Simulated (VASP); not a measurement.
The system is Nb.

```xyz
2
Lattice="0.0000 2.8951 2.8951 2.8951 0.0000 2.8951 2.8951 2.8951 0.0000" Properties=species:S:1:pos:R:3 pbc="T T T"
Nb    0.7238    0.7238    0.7238
Nb    5.0665    5.0665    5.0665
```

| Property | Result |
| --- | --- |
| Program | VASP 6.6.1 |
| Task | relaxation of cell and atoms |
| Functional | RPBE |
| Potentials or basis | VASP PAW PBE potentials, release 64 (Nb_sv) |
| Cutoff | 600 eV |
| k mesh | 9 × 9 × 9 |
| Occupations | fermi-dirac, width 0.1 eV |
| Spin | no spin polarisation |

At the start: pressure 6.6 GPa; volume 24.27 Å³/atom.

Task: Where does the relaxation end?

Result: Over 3 steps the energy falls by 44.0 meV/atom and the volume is 26.57 Å³/atom (+9.5 %); space group Fd-3m (No. 227, to 0.05 Å).

Step by step:
```
step  energy change (eV)  largest force (eV/Å)  pressure (GPa)  volume (Å³)
   1              0.0000                0.0000            6.60        48.53
   2             -0.0626                0.0000           -2.80        55.90
   3             -0.0880                0.0000           -0.01        53.13
```

Final structure:
```
Nb
1.0
     0.00000    2.98382    2.98382
     2.98382    0.00000    2.98382
     2.98382    2.98382    0.00000
Nb
2
Direct
  0.12500 0.12500 0.12500
  0.87500 0.87500 0.87500
```

Caveat: the PAW data sets were made with another functional, which shifts forces and pressure a little.
